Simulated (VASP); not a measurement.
Set up this calculation in VASP 6.6.1, as the native input.

```yaml
Task: single point
Functional: r2SCAN
Dispersion: rVV10
Potentials_or_basis: VASP PAW PBE potentials, release 64 (Sr_sv, O)
Cutoff: 660 eV
k_mesh: 8 × 8 × 8
Occupations: gaussian, width 0.05 eV
Spin: no spin polarisation
Dipole_correction: no
Further_INCAR_settings: ALGO = Normal; EDIFF = 1e-06; NBANDS = 15
```

SrO:

```
Sr O
1.0
     0.00000    2.57322    2.57322
     2.57322    0.00000    2.57322
     2.57322    2.57322    0.00000
Sr O
1 1
Direct
  0.50000 0.50000 0.50000
  0.00000 0.00000 0.00000
```

One way to write it, as run:

POSCAR

```
SrO
1.0
    0.0000000000      2.5732203067      2.5732203067
    2.5732203067      0.0000000000      2.5732203067
    2.5732203067      2.5732203067      0.0000000000
Sr O
1 1
Direct
    0.5000000000      0.5000000000      0.5000000000
    0.0000000000      0.0000000000      0.0000000000
```

INCAR.step1

```
SYSTEM = SrO
ALGO     = Normal         ! electronic algorithm
EDIFF    = 1E-5           ! SCF threshold, eV
ENCUT    = 660            ! plane-wave cutoff, eV
GGA      = PE             ! functional
GGA_COMPAT= .FALSE.      
ISMEAR   = 0              ! smearing method
LASPH    = .TRUE.         ! aspherical terms in the spheres
LCHARG   = .FALSE.        ! write CHGCAR
LREAL    = .FALSE.        ! projectors in reciprocal space
LWAVE    = .TRUE.         ! write WAVECAR
NBANDS   = 15             ! bands
NELM     = 120            ! most SCF steps
PREC     = Accurate       ! precision mode
SIGMA    = 0.05           ! smearing width, eV
```

INCAR.step2

```
SYSTEM = SrO
ALGO     = Normal         ! electronic algorithm
BPARAM   = 11.95        
CPARAM   = 0.0093       
EDIFF    = 1E-6           ! SCF threshold, eV
ENCUT    = 660            ! plane-wave cutoff, eV
GGA_COMPAT= .FALSE.      
ISIF     = 2              ! what is computed and relaxed
ISMEAR   = 0              ! smearing method
ISTART   = 1            
IVDW_NL  = 2            
LASPH    = .TRUE.         ! aspherical terms in the spheres
LCHARG   = .TRUE.         ! write CHGCAR
LELF     = .TRUE.         ! ELF
LMIXTAU  = .TRUE.       
LREAL    = .FALSE.        ! projectors in reciprocal space
LUSE_VDW = .TRUE.       
LVHAR    = .TRUE.       
LWAVE    = .FALSE.        ! write WAVECAR
METAGGA  = R2SCAN         ! meta-GGA
NBANDS   = 15             ! bands
NELM     = 120            ! most SCF steps
PREC     = Accurate       ! precision mode
SIGMA    = 0.05           ! smearing width, eV
```

KPOINTS

```
k-points
0
G
  8 8 8
  0 0 0
```

Potentials or basis: VASP PAW PBE potentials, release 64 (Sr_sv, O).

Run with:

```sh
$ cat potpaw_PBE.64/Sr_sv/POTCAR potpaw_PBE.64/O/POTCAR > POTCAR
$ cp INCAR.step1 INCAR
$ mpirun -np 1 vasp_std > vasp.out
$ cp INCAR.step2 INCAR
$ mpirun -np 1 vasp_std > vasp.out
```

It gave:

| Quantity | Value |
| --- | --- |
| Pressure | 0.2 GPa |
| Band gap on the k mesh | 3.70 eV (least direct gap 3.79 eV) |

Caveat: the PAW data sets were made with another functional, which shifts forces and pressure a little.

It took 3.1 min on 1 thread of AMD EPYC 7R13, on a shared host, peak memory 0.26 GiB.
